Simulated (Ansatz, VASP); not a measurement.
**Bi: VASP beside Ansatz**

```
CELL_PARAMETERS angstrom
4.53900 0.00000 0.00000
-2.26950 3.93089 0.00000
0.00000 0.00000 32.74350
ATOMIC_POSITIONS crystal
Bi 0.66667 0.33333 0.22905
Bi 0.33333 0.66667 0.40968
Bi 0.66667 0.33333 0.59032
Bi 0.33333 0.66667 0.77095
```

Alike in both runs: task single point; functional PBE; k mesh 7 × 7 × 1; occupations fermi-dirac, width 0.05 eV; no spin polarisation.

|  | VASP | Ansatz |
| --- | --- | --- |
| version | VASP 6.6.1 | Ansatz 0.2.0 |
| potentials or method | VASP PAW PBE potentials, release 64 (Bi_d), cutoff 520 eV | all-electron LAPW, scalar-relativistic |

```csv
,VASP,Ansatz,Ansatz less VASP
gap on the k mesh at the Fermi level (eV),none,none,-
rms of the force components (eV/Å),0.013,0.013,+0.0001
```

Atom by atom the forces differ by 0.000 eV/Å (rms over components). A gap of «none» marks a metal or a gap that the smearing closes. Ansatz ran all-electron here, and VASP with PAW potentials.

Neither program's run includes spin-orbit coupling.
